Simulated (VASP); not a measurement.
Runs of VASP 6.6.1 on BaTe. The structure is that of space group Fm-3m (No. 225), or close to it. The cells are those of the table. 

```csv
task,level,cell,k mesh,cutoff (eV),smearing,dipole correction,tolerance level,purpose,passes,gap on the mesh (eV),pressure (GPa),relaxed volume (Å³/atom)
single point,PBEsol,"a = 4.421 Å, angles 60.0°, 2 atoms",7 × 7 × 7,520,fermi-dirac 0.05 eV,no,-,-,-,0.39,21.0,-
relaxation of cell and atoms,SCAN,"relaxed from a = 4.870 Å, angles 60.0°, 2 atoms",5 × 5 × 5,280,gaussian 0.03 eV,-,standard,cell,2,2.02,0.0,44.34
relaxation of cell and atoms,PBEsol,"relaxed to 5 GPa from a = 4.822 Å, angles 60.0°, 2 atoms",7 × 7 × 7,600,fermi-dirac 0.05 eV,no,-,-,-,1.13,5.0,-
relaxation of cell and atoms,SCAN,"relaxed from a = 4.870 Å, angles 60.0°, 2 atoms",7 × 7 × 7,650,gaussian 0.03 eV,-,standard,cell,3,1.97,0.0,44.31
relaxation of cell and atoms,PBEsol,"relaxed to 30 GPa from a = 4.822 Å, angles 60.0°, 2 atoms",7 × 7 × 7,600,fermi-dirac 0.05 eV,no,-,-,-,0.06,30.0,-
single point,PBEsol,"a = 4.592 Å, angles 60.0°, 2 atoms",7 × 7 × 7,520,fermi-dirac 0.05 eV,no,-,-,-,0.83,(b),-
relaxation of cell and atoms,PBEsol,"relaxed to 10 GPa from a = 4.822 Å, angles 60.0°, 2 atoms",7 × 7 × 7,600,fermi-dirac 0.05 eV,no,-,-,-,(a),10.0,-
single point,PBEsol,"a = 4.717 Å, angles 60.0°, 2 atoms",7 × 7 × 7,520,fermi-dirac 0.05 eV,no,-,-,-,1.10,5.6,-
relaxation of cell and atoms,PBEsol,"relaxed to 20 GPa from a = 4.822 Å, angles 60.0°, 2 atoms",7 × 7 × 7,600,fermi-dirac 0.05 eV,no,-,-,-,(c),20.0,-
single point,PBEsol,"a = 4.302 Å, angles 60.0°, 2 atoms",7 × 7 × 7,520,fermi-dirac 0.05 eV,no,-,-,-,0.01,31.2,-
relaxation of cell and atoms,PBEsol,"relaxed from a = 4.822 Å, angles 60.0°, 2 atoms",7 × 7 × 7,600,fermi-dirac 0.05 eV,no,-,-,-,1.45,0.0,42.30
single point,PBEsol,"a = 4.910 Å, angles 60.0°, 2 atoms",7 × 7 × 7,520,fermi-dirac 0.05 eV,no,-,-,-,1.42,0.4,-
```

Alike in all rows: potentials or basis VASP PAW PBE potentials, release 64 (Ba_sv, Te); no spin polarisation.

Question: Fill in the values left out.

Answer: (a) 0.87; (b) 10.7; (c) 0.43.

Caveats: the PAW data sets were made with another functional, which shifts forces and pressure a little; spin-orbit coupling is left out, which moves the levels of the heavy elements; an odd mesh through Γ misses points on the zone boundary, where band edges can lie; the cell stands under pressure (at least some runs); semilocal functionals underestimate gaps, and a narrow one can read as zero (at least some runs); the cell is relaxed towards a set pressure, so the run minimises the enthalpy, not the energy (at least some runs); the volume moved by over 15 % at a fixed basis, so the end points are rough (at least some runs).

A k mesh can miss the band edges, and the runs leave out spin-orbit coupling on Ba, Te.
